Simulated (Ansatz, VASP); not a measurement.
**BSe in VASP and in Ansatz**

```xyz
8
Lattice="-3.3680 3.3680 2.9415 3.3680 -3.3680 2.9415 3.3680 3.3680 -2.9415" Properties=species:S:1:pos:R:3 pbc="T T T"
B     0.0000    3.3680    1.4708
B     3.3680    0.0000    1.4708
B     0.0000    0.0000    1.4708
B     0.0000    0.0000    4.4123
Se    1.2058    4.5738    0.0000
Se    2.1623    1.2058    0.0000
Se    2.1623   -1.2058    2.9415
Se    1.2058    2.1623    2.9415
```

Alike in both runs: task single point; functional PBE; k mesh 4 × 4 × 4; occupations gaussian, width 0.1 eV; no spin polarisation.

|  | VASP | Ansatz |
| --- | --- | --- |
| version | VASP 6.6.1 | Ansatz 0.2.0 |
| potentials or method | VASP PAW PBE potentials, release 64 (B, Se), cutoff 500 eV | scalar-relativistic, plane waves, PAW |
| valence electrons in the cell | 36 | 76 |

Ansatz gave:

| Property | Result |
| --- | --- |
| gap on the k mesh at the Fermi level (eV) | 0.01 |
| least direct gap on the mesh (eV) | 0.01 |
| pressure (GPa) | -8.4 |
| traceless stress, the component that is largest in VASP (GPa) | -7.37 |
| rms of the force components (eV/Å) | 0.859 |

Question: What did VASP give for the same quantities?

Answer: gap on the k mesh at the Fermi level (eV): 0.01; least direct gap on the mesh (eV): 0.01; pressure (GPa): -8.3; traceless stress, the component that is largest in VASP (GPa): -7.36; rms of the force components (eV/Å): 0.854.

Atom by atom the forces differ by 0.005 eV/Å (rms over components). VASP's potentials hold 36 valence electrons a cell and Ansatz's 76, so a difference there can come from the potentials and not from the codes.
